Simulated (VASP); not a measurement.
## PbF2: single point with PBEsol

The system is PbF2.

```
Pb F
1.0
     0.00000    2.96366    2.96366
     2.96366    0.00000    2.96366
     2.96366    2.96366    0.00000
Pb F
1 2
Direct
  0.98240 0.99974 0.00207
  0.75164 0.74372 0.76022
  0.26519 0.24966 0.24220
```

- Program: VASP 6.6.1
- Task: single point
- Functional: PBEsol
- Potentials or basis: VASP PAW PBE potentials, release 64 (Pb_d, F)
- Cutoff: 600 eV
- k mesh: 7 × 7 × 7
- Occupations: gaussian, width 0.05 eV
- Spin: no spin polarisation

```json
{
 "Pressure": "-1.0 GPa",
 "Largest force": "0.204 eV/Å",
 "Band gap on the k mesh": "4.31 eV (least direct gap 4.57 eV)"
}
```

Forces on the atoms (eV/Å):
```
Pb  -0.028  0.110  0.100
F   -0.076 -0.073  0.072
F    0.104 -0.037 -0.172
```

Stress tensor (GPa, compression positive):
```
-1.04 -0.47  0.04
-0.47 -0.99  0.41
 0.04  0.41 -0.98
```

Levels at points of the mesh, in eV from the valence-band top:
| k point | band 10 | band 11 | band 12 | band 13 | band 14 | band 15 | band 16 | band 17 | band 18 | band 19 |
| --- | --- | --- | --- | --- | --- | --- | --- | --- | --- | --- |
| (0.00, 0.00, 0.00) | -2.54 | -2.51 | -2.04 | -2.00 | -1.95 | 6.55 | 6.69 | 6.79 | 10.47 | 14.92 |

Run time: 4.6 min on 1 thread of Intel Xeon 8259CL, with other jobs on the host, peak memory 0.36 GiB.

Caveat: the PAW data sets were made with another functional, which shifts forces and pressure a little; spin-orbit coupling is left out, which moves the levels of the heavy elements; an odd mesh through Γ misses points on the zone boundary, where band edges can lie.
